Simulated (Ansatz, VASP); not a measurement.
# TaS2 in VASP and in Ansatz

```
Ta S
1.0
     3.35000    0.00000    0.00000
    -1.67500    2.90119    0.00000
     0.00000    0.00000    5.91860
Ta S
1 2
Direct
  0.00000 0.00000 0.00000
  0.33333 0.66667 0.25000
  0.66667 0.33333 0.75000
```

Change from the starting cell: zz strain of +1 %.

Alike in both runs: task single point; functional PBE; k mesh 9 × 9 × 5; occupations fermi-dirac, width 0.03 eV; no spin polarisation.

|  | VASP | Ansatz |
| --- | --- | --- |
| version | VASP 6.6.1 | Ansatz 0.2.0 |
| potentials or method | VASP PAW PBE potentials, release 64 (Ta_pv, S), cutoff 500 eV | all-electron LAPW, scalar-relativistic |

```csv
,VASP,Ansatz,Ansatz less VASP
pressure (GPa),7.6,7.6,+0.02
"traceless stress, the component that is largest in VASP (GPa)",2.71,2.65,-0.060
rms of the force components (eV/Å),0.478,0.473,-0.0054
```

Atom by atom the forces differ by 0.005 eV/Å (rms over components). Ansatz ran all-electron here, and VASP with PAW potentials.

Spin-orbit coupling is off throughout.
